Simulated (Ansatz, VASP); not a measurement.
Two plane-wave programs on Be2ZnO3

```
CELL_PARAMETERS angstrom
5.87108 0.00000 0.00000
-2.93554 5.08451 0.00000
0.00000 0.00000 3.15221
ATOMIC_POSITIONS crystal
Be 0.33333 0.66667 0.00000
Be 0.66667 0.33333 0.00000
Zn 0.00000 0.00000 0.50000
O 0.33333 0.66667 0.50000
O 0.66667 0.33333 0.50000
O 0.00000 0.00000 0.00000
```

Alike in both runs: functional PBE; k mesh 6 × 6 × 8; occupations gaussian, width 0.02 eV; no spin polarisation.

Ansatz relaxed the structure, and its values are those at the end. VASP's run is a single point on that final structure, the one shown.

|  | VASP | Ansatz |
| --- | --- | --- |
| version | VASP 6.6.1 | Ansatz 0.2.0 |
| potentials or method | VASP PAW PBE potentials, release 64 (Be, Zn, O), cutoff 520 eV | scalar-relativistic, plane waves, PAW |
| valence electrons in the cell | 34 | 34 |

|  | VASP | Ansatz | Ansatz less VASP |
| --- | --- | --- | --- |
| gap on the k mesh at the Fermi level (eV) | 2.00 | 1.98 | -0.014 |
| least direct gap on the mesh (eV) | 3.39 | 3.41 | +0.018 |
| pressure (GPa) | 0.5 | 0.0 | -0.50 |
